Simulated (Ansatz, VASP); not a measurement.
## Two plane-wave programs on Ta

```
Ta
1.0
    -1.58454    1.58454    1.58454
     1.58454   -1.58454    1.58454
     1.58454    1.58454   -1.58454
Ta
1
Cartesian
  0.0000 0.0000 0.0000
```

Change from the starting cell: volume scaled by 0.88, PAW files, partial_waves polarizable.

Alike in both runs: task single point; functional r2SCAN; k mesh 16 × 16 × 16; occupations fermi-dirac, width 0.1 eV; no spin polarisation.

|  | VASP | Ansatz |
| --- | --- | --- |
| version | VASP 6.6.1 | Ansatz 0.2.0 |
| potentials or method | VASP PAW PBE potentials, release 64 (Ta_pv) | PAW with Ansatz's default frozen-core files, scalar-relativistic |
| plane-wave cutoff (eV) | 520 | 500 |
| valence electrons in the cell | 11 | 13 |

Ansatz gave:

```
pressure (GPa) : 32.1
```

Problem. Estimate VASP's values.

Solution. Pressure (GPa): 33.3.

VASP's potentials were made for PBE, not for r2SCAN. Both programs put the cell under a high pressure, so it lies far from rest at this level. With one functional, cell and mesh, what is left measures potentials, basis and numerics. VASP's potentials hold 11 valence electrons a cell and Ansatz's 13, so a difference there can come from the potentials and not from the codes.

Spin-orbit coupling is off throughout.
